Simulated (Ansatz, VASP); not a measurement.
# One calculation of Ta2N, two programs

Contents of INCAR:

```
PREC     = Accurate       # precision mode
ENCUT    = 520            # plane-wave cutoff, eV
EDIFF    = 1E-7           # SCF threshold, eV
ISMEAR   = 0              # smearing method
SIGMA    = 0.15           # smearing width, eV
LREAL    = F              # projectors in reciprocal space
LASPH    = T              # aspherical terms in the spheres
NELM     = 100            # most SCF steps
ALGO     = Normal         # electronic algorithm
ISIF     = 2              # what is computed and relaxed
LWAVE    = F              # write WAVECAR
LCHARG   = F              # write CHGCAR
GGA      = CA             # functional
NBANDS   = 20             # bands
```

File KPOINTS:

```
regular mesh
0
Gamma
  18 18 10
```

The input POSCAR:

```
Ta2N
1.0
    3.0074938782      0.0000000000      0.0000000000
   -1.5037469391      2.6045661003      0.0000000000
    0.0000000000      0.0000000000      4.8294336697
Ta N
2 1
Direct
    0.6666666667      0.3333333333      0.7466885012
    0.3333333333      0.6666666667      0.2533114988
    0.0000000000      0.0000000000      0.0000000000
```

Input for Ansatz:

```yaml
crystal:
  lattice:
    - [3.0074938782, 0.0, 0.0]
    - [-1.5037469391, 2.6045661003, 0.0]
    - [0.0, 0.0, 4.8294336697]
  atoms:
    - { symbol: Ta, position: [0.6666666667, 0.3333333333, 0.7466885012] }
    - { symbol: Ta, position: [0.3333333333, 0.6666666667, 0.2533114988] }
    - { symbol: "N", position: [0.0, 0.0, 0.0] }
basis:
  ecutwfc: 520.0
kpoints:
  mp_grid: { grid: [18, 18, 10] }
hamiltonian:
  xc: lda
  pseudopotentials: { kind: paw, azcp: { folder: soft_1 } }
scf:
  occupations: { method: gaussian, width: 0.15 }
output:
  forces: true
  stress: true
  eigenvalues: true
```

Alike in both runs: task single point; functional LDA; k mesh 18 × 18 × 10; occupations gaussian, width 0.15 eV; no spin polarisation.

```csv
,VASP,Ansatz
version,VASP 6.6.1,Ansatz 0.2.0
potentials or method,"VASP PAW LDA potentials, release 64 (Ta_pv, N), cutoff 520 eV","scalar-relativistic, plane waves, PAW"
valence electrons in the cell,27,31
```

Ansatz gave:

- gap on the k mesh at the Fermi level (eV): none
- pressure (GPa): 9.2
- traceless stress, the component that is largest in VASP (GPa): -4.07
- rms of the force components (eV/Å): 0.208

Which values does VASP return?

gap on the k mesh at the Fermi level (eV): none; pressure (GPa): 10.9; traceless stress, the component that is largest in VASP (GPa): -4.18; rms of the force components (eV/Å): 0.235.

Ansatz warns that its potentials were made for another functional, while VASP's fit it. LDA's correlation is that of Perdew and Zunger in VASP and of Perdew and Wang (1992) in Ansatz. Atom by atom the forces differ by 0.027 eV/Å (rms over components). A gap of «none» marks a metal or a gap that the smearing closes. VASP's potentials hold 27 valence electrons a cell and Ansatz's 31, so a difference there can come from the potentials and not from the codes.

Spin-orbit coupling is off throughout.
